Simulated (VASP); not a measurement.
## C: single point with PBEsol

C:

```
C
1.0
    -0.06130    1.88887    1.80138
     1.78122   -0.02666    1.76674
     1.74632    1.81934    0.00824
C
2
Direct
  0.61107 0.50908 0.43748
  0.63893 0.74092 0.81252
```

This cell differs from its parent crystal: atoms moved at random and the cell strained at random.

```json
{
  "Program": "VASP 6.6.1",
  "Task": "single point",
  "Functional": "PBEsol",
  "Potentials or basis": "VASP PAW PBE potentials, release 64 (C)",
  "Cutoff": "520 eV",
  "k mesh": "12 × 12 × 12",
  "Occupations": "gaussian, width 0.02 eV",
  "Spin": "no spin polarisation"
}
```

```json
{
 "Pressure": "29.8 GPa",
 "Largest force": "6.902 eV/Å",
 "Band gap on the k mesh": "zero (band 4 reaches 10.72 eV, above the bottom of band 5 at 9.54 eV)"
}
```

Forces on the atoms (eV/Å):
```
C   -1.067  2.234 -6.443
C    1.067 -2.234  6.443
```

Stress tensor (GPa, compression positive):
```
 35.21 -16.94 -40.23
-16.94  19.13  44.01
-40.23  44.01  35.18
```

Levels at points of the mesh, in eV from the Fermi level:
| k point | band 1 | band 2 | band 3 | band 4 | band 5 | band 6 | band 7 | band 8 | band 9 |
| --- | --- | --- | --- | --- | --- | --- | --- | --- | --- |
| (0.00, 0.00, 0.00) | -22.37 | -6.54 | -1.44 | -0.77 | 2.93 | 6.97 | 10.65 | 11.42 | 13.62 |
| (0.50, 0.00, 0.00) | -18.13 | -12.68 | -7.38 | -1.48 | 2.56 | 7.90 | 9.75 | 10.90 | 19.21 |
| (0.00, 0.50, 0.00) | -17.33 | -13.88 | -8.19 | -0.50 | 2.70 | 7.32 | 12.82 | 15.29 | 17.72 |
| (0.50, 0.50, 0.00) | -14.97 | -12.50 | -9.66 | -6.66 | 2.10 | 2.61 | 15.23 | 15.97 | 20.54 |
| (0.00, 0.00, 0.50) | -16.19 | -15.77 | -5.42 | -0.50 | -0.10 | 6.41 | 14.54 | 15.37 | 17.56 |
| (0.50, 0.00, 0.50) | -15.01 | -14.98 | -7.04 | -4.39 | -0.20 | 2.77 | 17.73 | 18.64 | 19.86 |
| (0.00, 0.50, 0.50) | -14.53 | -14.51 | -7.40 | -5.06 | -0.66 | 1.98 | 18.08 | 18.62 | 20.19 |
| (0.50, 0.50, 0.50) | -16.30 | -15.73 | -5.85 | 0.08 | 0.77 | 5.47 | 14.73 | 15.15 | 17.53 |

Wall time 120 s on 1 thread of Intel Xeon 8259CL, with other jobs on the host, peak memory 0.2 GiB.

Caveat: the cell differs from its parent crystal (atoms moved at random and the cell strained at random); the PAW data sets were made with another functional, which shifts forces and pressure a little.
